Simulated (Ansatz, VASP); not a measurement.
## Si2Ge3 in VASP and in Ansatz

```
Si Ge
1.0
     2.95035    0.00000    0.00000
    -1.47518    2.55508    0.00000
     0.00000    0.00000   23.34283
Si Ge
4 6
Cartesian
  0.0000 1.7034 18.7590
  0.0000 1.7034 0.0000
  0.0000 1.7034 4.5839
  1.4752 0.8517 11.6714
  0.0000 1.7034 13.9059
  0.0000 1.7034 9.4370
  1.4752 0.8517 16.5161
  1.4752 0.8517 21.0326
  1.4752 0.8517 2.3102
  1.4752 0.8517 6.8267
```

Alike in both runs: functional PBE; k mesh 12 × 12 × 2; occupations gaussian, width 0.1 eV; no spin polarisation.

Ansatz relaxed the structure, and its values are those at the end. VASP's run is a single point on that final structure, the one shown.

|  | VASP | Ansatz |
| --- | --- | --- |
| version | VASP 6.6.1 | Ansatz 0.2.0 |
| potentials or method | VASP PAW PBE potentials, release 64 (Si, Ge_d), cutoff 520 eV | scalar-relativistic, plane waves, PAW |
| valence electrons in the cell | 100 | 100 |

```csv
,VASP,Ansatz,Ansatz less VASP
gap on the k mesh at the Fermi level (eV),none,none,-
pressure (GPa),-0.1,0.0,+0.06
```

A gap of «none» marks a metal or a gap that the smearing closes. With one functional, cell and mesh, what is left measures potentials, basis and numerics.
